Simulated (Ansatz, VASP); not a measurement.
**Ba2B in VASP and in Ansatz**

Contents of INCAR:

```
ALGO = Normal ; EDIFF = 1E-6
ENCUT = 520 ; GGA = PE
ISIF = 2 ; ISMEAR = 0
LASPH = T ; LCHARG = F
LREAL = F ; LWAVE = F
NBANDS = 32 ; NELM = 100
PREC = Accurate ; SIGMA = 0.1
```

The input KPOINTS:

```
k-points
0
Gamma
  6 6 6
```

Contents of POSCAR:

```
Ba2B
1.0
    4.1057042624      2.3704294611      3.4768484574
   -4.1057042624      2.3704294611      3.4768484574
    0.0000000000     -4.7408589222      3.4768484574
Ba B
4 2
Direct
    0.0000000000      0.0000000000      0.0000000000
    0.7491569434      0.2508430566      0.5000000000
    0.2508430566      0.5000000000      0.7491569434
    0.5000000000      0.7491569434      0.2508430566
    0.2816994047      0.2816994047      0.2816994047
    0.7183005953      0.7183005953      0.7183005953
```

Input for Ansatz:

```yaml
crystal:
  lattice:
    - [4.1057042624, 2.3704294611, 3.4768484574]
    - [-4.1057042624, 2.3704294611, 3.4768484574]
    - [0.0, -4.7408589222, 3.4768484574]
  atoms:
    - { symbol: Ba, position: [0.0, 0.0, 0.0] }
    - { symbol: Ba, position: [0.7491569434, 0.2508430566, 0.5] }
    - { symbol: Ba, position: [0.2508430566, 0.5, 0.7491569434] }
    - { symbol: Ba, position: [0.5, 0.7491569434, 0.2508430566] }
    - { symbol: B, position: [0.2816994047, 0.2816994047, 0.2816994047] }
    - { symbol: B, position: [0.7183005953, 0.7183005953, 0.7183005953] }
basis:
  ecutwfc: 420
kpoints:
  mp_grid: { grid: [6, 6, 6] }
  band_path:
    path:
      - [[0.0, 0.0, 0.0], [0.5, 0.5, 0.5], [0.52345494, 0.47654506, 0.5]]
      - [[0.5, -0.47654506, 0.47654506], [0.5, 0.0, 0.0], [0.0, 0.0, 0.0], [0.48827253, -0.48827253, 0.0]]
      - [[0.51172747, 0.0, 0.48827253], [0.5, 0.0, 0.5], [0.0, 0.0, 0.0]]
    npoints: 14
hamiltonian:
  xc: pbe
scf:
  occupations: { method: gaussian, width: 0.1 }
  n_extra_bands: 15
output:
  forces: true
  stress: true
  eigenvalues: true
  populations: true
  dos: { projected: true, de: 0.02, nscf_kmesh: { grid: [8, 8, 8] } }
  bader: true
```

Alike in both runs: task single point; functional PBE; k mesh 6 × 6 × 6; occupations gaussian, width 0.1 eV; no spin polarisation.

```csv
,VASP,Ansatz
version,VASP 6.6.1,Ansatz 0.2.0
potentials or method,"VASP PAW PBE potentials, release 64 (Ba_sv, B), cutoff 520 eV","scalar-relativistic, plane waves, PAW"
valence electrons in the cell,46,46
```

Ansatz gave:

```
gap on the k mesh at the Fermi level (eV)                     : none
pressure (GPa)                                                : 0.0
traceless stress, the component that is largest in VASP (GPa) : -0.01
rms of the force components (eV/Å)                            : 0.000
```

Question: What did VASP give for the same quantities?

Answer: gap on the k mesh at the Fermi level (eV): none; pressure (GPa): 0.7; traceless stress, the component that is largest in VASP (GPa): 0.15; rms of the force components (eV/Å): 0.020.

Atom by atom the forces differ by 0.020 eV/Å (rms over components). A gap of «none» marks a metal or a gap that the smearing closes.

Spin-orbit coupling is off throughout.
